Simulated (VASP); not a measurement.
Crystal: PbSe.

```xyz
4
Lattice="4.2710 0.0000 0.0000 -2.1355 3.6988 0.0000 0.0000 0.0000 7.6440" Properties=species:S:1:pos:R:3 pbc="T T T"
Pb    0.0000    2.4659    1.9110
Pb    2.1355    1.2329    5.7330
Se    0.0000    0.0000    0.0000
Se    0.0000    0.0000    3.8220
```

Base run:

* Program: VASP 6.6.1
* Functional: PBE
* Dispersion: D3(BJ)
* Potentials or basis: VASP PAW PBE potentials, release 64 (Pb_d, Se)
* Cutoff: 520 eV
* k mesh: 8 × 8 × 6
* Occupations: gaussian, width 0.05 eV
* Spin: no spin polarisation

Its results: band gap on the k mesh 0.21 eV (least direct gap 0.27 eV); pressure -1.8 GPa.

Task: The run is repeated on the same cell with these changes: dispersion from D3(BJ) to none; occupations from gaussian, width 0.05 eV to methfessel-paxton, width 0.01 eV. What comes out?

Result: Band gap on the k mesh 0.21 eV (least direct gap 0.27 eV); pressure 0.0 GPa.

Caveats: spin-orbit coupling is left out, which moves the levels of the heavy elements; three body term missing (at least some runs).

A k mesh can miss the band edges.
